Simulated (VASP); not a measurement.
A run of VASP 6.6.1 is set up as follows.

File INCAR:

```
PREC     = Accurate       # precision mode
ENCUT    = 520            # plane-wave cutoff, eV
EDIFF    = 1E-6           # SCF threshold, eV
ISMEAR   = -1             # smearing method
SIGMA    = 0.1            # smearing width, eV
LREAL    = False          # projectors in reciprocal space
LASPH    = True           # aspherical terms in the spheres
NELM     = 100            # most SCF steps
ALGO     = Normal         # electronic algorithm
ISIF     = 2              # what is computed and relaxed
LWAVE    = False          # write WAVECAR
LCHARG   = True           # write CHGCAR
GGA      = PS             # functional
LELF     = True           # ELF
LVHAR    = True         
NBANDS   = 12             # bands
```

Contents of KPOINTS:

```
regular mesh
0
Gamma
  9 9 9
```

File POSCAR:

```
Cd
1.0
    0.0000000000      2.2401133096      2.2401133096
    2.2401133096      0.0000000000      2.2401133096
    2.2401133096      2.2401133096      0.0000000000
Cd
1
Direct
    0.0000000000      0.0000000000      0.0000000000
```

Potentials or basis: VASP PAW PBE potentials, release 64 (Cd).

Run with:

```sh
$ cat potpaw_PBE.64/Cd/POTCAR > POTCAR
$ mpirun -np 1 vasp_std > vasp.out
```

Predict the pressure.

-3.0 GPa.

What does it give for the band gap on the k mesh?

Zero (band 6 reaches 3.18 eV, above the bottom of band 7 at 1.51 eV).

Caveat: the PAW data sets were made with another functional, which shifts forces and pressure a little.
